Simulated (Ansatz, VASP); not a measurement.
This is a calculation of SiO2 for Ansatz 0.2.0.

Contents of input.yaml:

```yaml
crystal:
  lattice:
    - [4.97558882, 0.0, 0.0]
    - [0.0, 4.97558882, 0.0]
    - [0.0, 0.0, 6.90088944]
  atoms:
    - { symbol: Si, position: [0.80324656, 0.80324656, 0.5] }
    - { symbol: Si, position: [0.69675344, 0.30324656, 0.25] }
    - { symbol: Si, position: [0.30324656, 0.69675344, 0.75] }
    - { symbol: Si, position: [0.19675344, 0.19675344, 0.0] }
    - { symbol: O, position: [0.76175763, 0.11038707, 0.43204156] }
    - { symbol: O, position: [0.88961293, 0.23824237, 0.06795844] }
    - { symbol: O, position: [0.11038707, 0.76175763, 0.56795844] }
    - { symbol: O, position: [0.26175763, 0.38961293, 0.81795844] }
    - { symbol: O, position: [0.23824237, 0.88961293, 0.93204156] }
    - { symbol: O, position: [0.73824237, 0.61038707, 0.31795844] }
    - { symbol: O, position: [0.38961293, 0.26175763, 0.18204156] }
    - { symbol: O, position: [0.61038707, 0.73824237, 0.68204156] }
kpoints:
  mp_grid: { grid: [6, 6, 4] }
scf:
  occupations: { method: fermi_dirac, width: 0.05 }
hamiltonian:
  xc: pbe
  pseudopotentials: { kind: all_electron, lapw: { basis_error: 0.001 } }
output:
  forces: true
  stress: true
  eigenvalues: true
  populations: true
```

Potentials or basis: all-electron LAPW, scalar-relativistic.

Command:

```console
$ ansatz run input.yaml --threads 8 --pin off --max-ram 24576MiB --backend cpu --events-out ev --progress --plain --runs-dir out
```

Set up the same calculation for VASP 6.6.1. Potentials there: VASP PAW PBE potentials, release 64 (Si, O).

As run (the cutoff follows the program's own potentials):

File INCAR:

```
PREC     = Accurate       # precision mode
ENCUT    = 520            # plane-wave cutoff, eV
EDIFF    = 1E-6           # SCF threshold, eV
ISMEAR   = -1             # smearing method
SIGMA    = 0.05           # smearing width, eV
LREAL    = False          # projectors in reciprocal space
LASPH    = True           # aspherical terms in the spheres
NELM     = 100            # most SCF steps
ALGO     = Normal         # electronic algorithm
ISIF     = 2              # what is computed and relaxed
LWAVE    = False          # write WAVECAR
LCHARG   = False          # write CHGCAR
GGA      = PE             # functional
NBANDS   = 44             # bands
```

The input KPOINTS:

```
Automatic mesh
0
Gamma
  6 6 4
```

POSCAR

```
SiO2
1.0
    4.9755888200      0.0000000000      0.0000000000
    0.0000000000      4.9755888200      0.0000000000
    0.0000000000      0.0000000000      6.9008894400
Si O
4 8
Direct
    0.8032465600      0.8032465600      0.5000000000
    0.6967534400      0.3032465600      0.2500000000
    0.3032465600      0.6967534400      0.7500000000
    0.1967534400      0.1967534400      0.0000000000
    0.7617576300      0.1103870700      0.4320415600
    0.8896129300      0.2382423700      0.0679584400
    0.1103870700      0.7617576300      0.5679584400
    0.2617576300      0.3896129300      0.8179584400
    0.2382423700      0.8896129300      0.9320415600
    0.7382423700      0.6103870700      0.3179584400
    0.3896129300      0.2617576300      0.1820415600
    0.6103870700      0.7382423700      0.6820415600
```

Potentials or basis: VASP PAW PBE potentials, release 64 (Si, O).

The run is started by

```sh
$ cat potpaw_PBE.64/Si/POTCAR potpaw_PBE.64/O/POTCAR > POTCAR
$ mpirun -np 1 vasp_std > vasp.out
```

Both were run:

|  | VASP | Ansatz | Ansatz less VASP |
| --- | --- | --- | --- |
| gap on the k mesh at the Fermi level (eV) | 5.73 | 5.74 | +0.004 |
| least direct gap on the mesh (eV) | 5.73 | 5.74 | +0.004 |
| pressure (GPa) | 4.9 | 4.8 | -0.15 |
| traceless stress, the component that is largest in VASP (GPa) | 0.10 | 0.14 | +0.040 |
| rms of the force components (eV/Å) | 0.130 | 0.133 | +0.0024 |

Atom by atom the forces differ by 0.009 eV/Å (rms over components). Ansatz ran all-electron here, and VASP with PAW potentials.
